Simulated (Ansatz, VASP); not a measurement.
GdN in VASP and in Ansatz

Contents of INCAR:

```
SYSTEM = GdN
  PREC = Accurate
  ENCUT = 520
  EDIFF = 1E-7
  ISMEAR = -1
  SIGMA = 0.05
  LREAL = .FALSE.
  LASPH = .TRUE.
  NELM = 150
  ALGO = Normal
  ISIF = 2
  LWAVE = .FALSE.
  LCHARG = .TRUE.
  ISPIN = 2
  MAGMOM = 7 0
  LORBIT = 11
  LMAXMIX = 6
  GGA = PE
  LELF = .TRUE.
  LVHAR = .TRUE.
  NBANDS = 22
```

File KPOINTS:

```
regular mesh
0
G
  15 15 15
  0 0 0
```

The input POSCAR:

```
GdN
1.0
    0.0000000000      2.4750697422      2.4750697422
    2.4750697422      0.0000000000      2.4750697422
    2.4750697422      2.4750697422      0.0000000000
Gd N
1 1
Direct
    0.0000000000      0.0000000000      0.0000000000
    0.5000000000      0.5000000000      0.5000000000
```

Input for Ansatz:

```yaml
crystal:
  lattice:
    - [0.0, 2.4750697422, 2.4750697422]
    - [2.4750697422, 0.0, 2.4750697422]
    - [2.4750697422, 2.4750697422, 0.0]
  atoms:
    - { symbol: Gd, position: [0.0, 0.0, 0.0], spin: 7.0 }
    - { symbol: "N", position: [0.5, 0.5, 0.5] }
magnetization:
  spin_polarized: true
kpoints:
  mp_grid: { grid: [15, 15, 15] }
scf:
  occupations: { method: fermi_dirac, width: 0.05 }
hamiltonian:
  xc: pbe
  pseudopotentials: { kind: all_electron, lapw: { basis_error: 0.00025 } }
output:
  forces: true
  stress: true
  eigenvalues: true
```

Change from the starting cell: volume scaled by 0.98.

Alike in both runs: task single point; functional PBE; k mesh 15 × 15 × 15; occupations fermi-dirac, width 0.05 eV; collinear spin.

```csv
,VASP,Ansatz
version,VASP 6.6.1,Ansatz 0.2.0
potentials or method,"VASP PAW PBE potentials, release 64 (Gd, N), cutoff 520 eV","all-electron LAPW, scalar-relativistic"
```

VASP gave:

| Quantity | Value |
| --- | --- |
| pressure (GPa) | 3.2 |
| net moment per atom (μB) | 3.50 |
| size of the moment on the site where the two differ most (μB) | 6.80 |

Q: What did Ansatz give for the same quantities?

A: Pressure (GPa): 3.1; net moment per atom (μB): 3.50; size of the moment on the site where the two differ most (μB): 6.98.

Site moments also hang on the region over which each program counts them. Ansatz ran all-electron here, and VASP with PAW potentials.

Spin-orbit coupling is off throughout.
